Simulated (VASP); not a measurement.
A run of VASP 6.6.1 is set up as follows.

Contents of INCAR:

```
  PREC = Accurate
  ENCUT = 520
  EDIFF = 1E-7
  ISMEAR = 0
  SIGMA = 0.02
  LREAL = False
  LASPH = True
  NELM = 150
  ALGO = Normal
  ISIF = 2
  LWAVE = False
  LCHARG = True
  ISPIN = 2
  MAGMOM = 0 0 2.82 0 0
  LORBIT = 11
  LMAXMIX = 4
  GGA = PE
  IVDW = 12
  LELF = True
  LVHAR = True
  NBANDS = 26
```

KPOINTS

```
regular mesh
0
Gamma
  12 12 6
```

The input POSCAR:

```
Li2MnN2
1.0
    2.9897918823      0.0000000000      0.0000000000
   -1.4948959411      2.5892357221      0.0000000000
    0.0000000000      0.0000000000      5.1943101764
Li Mn N
2 1 2
Direct
    0.6666666667      0.3333333333      0.3633157998
    0.3333333333      0.6666666667      0.6366842002
    0.0000000000      0.0000000000      0.0000000000
    0.6666666667      0.3333333333      0.7930723453
    0.3333333333      0.6666666667      0.2069276547
```

Potentials or basis: VASP PAW PBE potentials, release 64 (Li_sv, Mn_pv, N).

Command:

```bash
$ cat potpaw_PBE.64/Li_sv/POTCAR potpaw_PBE.64/Mn_pv/POTCAR potpaw_PBE.64/N/POTCAR > POTCAR
$ mpirun -np 1 vasp_std > vasp.out
```

Estimate the largest force.

0.023 eV/Å.

Estimate the site moments.

Li -0.00; Mn +2.79; N +0.05 μB.

Estimate the band gap on the k mesh.

0.33 eV, indirect (least direct gap 0.72 eV).

What does it give for the dispersion energy per atom?

-0.283 eV.

Forces on the atoms (eV/Å):
```
Li   0.000  0.000  0.023
Li   0.000  0.000 -0.023
Mn   0.000  0.000  0.000
N    0.000  0.000 -0.004
N    0.000  0.000  0.004
```

Caveat: a cell with one magnetic atom can't hold antiferromagnetic order, which such compounds often take. A k mesh can miss the band edges.
